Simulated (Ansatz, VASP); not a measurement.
Two plane-wave programs on NaI

```
Na I
1.0
     5.52272    0.00000    0.00000
    -2.76136    4.78282    0.00000
     0.00000    0.00000    6.58583
Na I
2 2
Cartesian
  0.0000 3.1885 -0.4120
  2.7614 1.5943 2.8810
  0.0000 3.1885 2.8816
  2.7614 1.5943 6.1746
```

Alike in both runs: task single point; functional r2SCAN; k mesh 6 × 6 × 4; no spin polarisation.

```csv
,VASP,Ansatz
version,VASP 6.6.1,Ansatz 0.2.0
potentials or method,"VASP PAW PBE potentials, release 64 (Na_pv, I)","plane waves, PAW"
plane-wave cutoff (eV),520,500
occupations,"gaussian, width 0.01 eV",fixed
valence electrons in the cell,28,52
```

Ansatz gave:

- gap on the k mesh at the Fermi level (eV): 4.11
- pressure (GPa): -0.7
- traceless stress, the component that is largest in VASP (GPa): -0.05
- rms of the force components (eV/Å): 0.000

What did VASP give for the same quantities?

gap on the k mesh at the Fermi level (eV): 4.11; pressure (GPa): -0.7; traceless stress, the component that is largest in VASP (GPa): -0.06; rms of the force components (eV/Å): 0.009.

VASP's potentials were made for PBE, not for r2SCAN. Atom by atom the forces differ by 0.008 eV/Å (rms over components). VASP's potentials hold 28 valence electrons a cell and Ansatz's 52, so a difference there can come from the potentials and not from the codes.

Neither program's run includes spin-orbit coupling.
